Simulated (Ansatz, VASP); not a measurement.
# One calculation of MgO, two programs

INCAR

```
  ALGO = Normal
  EDIFF = 1E-6
  EDIFFG = -0.01
  ENCUT = 600
  GGA = PE
  IBRION = 2
  ISIF = 3
  ISMEAR = 0
  LASPH = True
  LCHARG = False
  LREAL = False
  LWAVE = False
  NELM = 80
  NSW = 100
  PREC = Accurate
  SIGMA = 0.02
```

KPOINTS

```
k-points
0
Gamma
  8 8 8
```

File POSCAR:

```
MgO
1.0
    0.0000000000      2.3062840489      2.3062840489
    2.3062840489      0.0000000000      2.3062840489
    2.3062840489      2.3062840489      0.0000000000
Mg O
1 1
Direct
    0.0000000000      0.0000000000      0.0000000000
    0.2500000000      0.2500000000      0.2500000000
```

Input for Ansatz:

```yaml
crystal:
  lattice:
    - [0.0, 2.3062840489, 2.3062840489]
    - [2.3062840489, 0.0, 2.3062840489]
    - [2.3062840489, 2.3062840489, 0.0]
  atoms:
    - { symbol: Mg, position: [0.0, 0.0, 0.0] }
    - { symbol: O, position: [0.25, 0.25, 0.25] }
basis:
  ecutwfc: 420
kpoints:
  mp_grid: { grid: [8, 8, 8] }
hamiltonian:
  xc: pbe
scf:
  occupations: { method: gaussian, width: 0.02 }
output:
  forces: true
  stress: true
  eigenvalues: true
relax:
  adjacent_minimum: "off"
  f_tol: 0.01
  max_steps: 80
  cell: { stress_tol: 0.05 }
```

Change from the starting cell: species swapped into the CdTe type (F-43m, No. 216).

Alike in both runs: task relaxation of cell and atoms; functional PBE; k mesh 8 × 8 × 8; occupations gaussian, width 0.02 eV; no spin polarisation.

```csv
,VASP,Ansatz
version,VASP 6.6.1,Ansatz 0.2.0
potentials or method,"VASP PAW PBE potentials, release 64 (Mg, O), cutoff 600 eV","scalar-relativistic, plane waves, PAW"
valence electrons in the cell,8,16
```

Ansatz gave:

| Item | Value |
| --- | --- |
| gap on the k mesh at the Fermi level, each at its own relaxed structure (eV) | 3.48 |
| relaxed volume (Å³/atom) | 12.27 |
| relaxed cell length with the largest relative difference (Å) | 3.262 |

Q: Which values does VASP return?

A: gap on the k mesh at the Fermi level, each at its own relaxed structure (eV): 3.50; relaxed volume (Å³/atom): 12.19; relaxed cell length with the largest relative difference (Å): 3.255.

VASP's potentials hold 8 valence electrons a cell and Ansatz's 16, so a difference there can come from the potentials and not from the codes.
